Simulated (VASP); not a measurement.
A run of VASP 6.6.1 is set up as follows.

File INCAR:

```
PREC = Accurate
ENCUT = 520
EDIFF = 1E-6
ISMEAR = -1
SIGMA = 0.1
LREAL = F
LASPH = T
NELM = 100
ALGO = Normal
ISIF = 2
LWAVE = F
LCHARG = F
GGA = B5
ALDAX = 1.0
AGGAX = 1.0
AGGAC = 1.0
ALDAC = 0.0
NBANDS = 34
```

The input KPOINTS:

```
Automatic mesh
0
Gamma
  12 12 3
```

POSCAR

```
In
1.0
    3.3917554201      0.0000000000      0.0000000000
   -1.6958777100      2.9373463573      0.0000000000
    0.0000000000      0.0000000000     11.0105116074
In
4
Direct
    0.0000000000      0.0000000000      1.0000000000
    0.0000000000      1.0000000000      0.5000000000
    0.3333333333      0.6666666667      0.2500000000
    0.6666666667      0.3333333333      0.7500000000
```

Potentials or basis: VASP PAW PBE potentials, release 64 (In_d).

Run with:

```bash
$ cat potpaw_PBE.64/In_d/POTCAR > POTCAR
$ mpirun -np 1 vasp_std > vasp.out
```

Q: Estimate the pressure.

A: 4.0 GPa.

Q: What does it give for the band gap on the k mesh?

A: Zero (bands 26 and 27 overlap by 4.49 eV).

Stress tensor (GPa, compression positive):
```
3.91 0.00 0.00
0.00 3.91 0.00
0.00 0.00 4.19
```

Caveat: the cell stands under pressure; the PAW data sets were made with another functional, which shifts forces and pressure a little; spin-orbit coupling is left out, which moves the levels of the heavy elements.
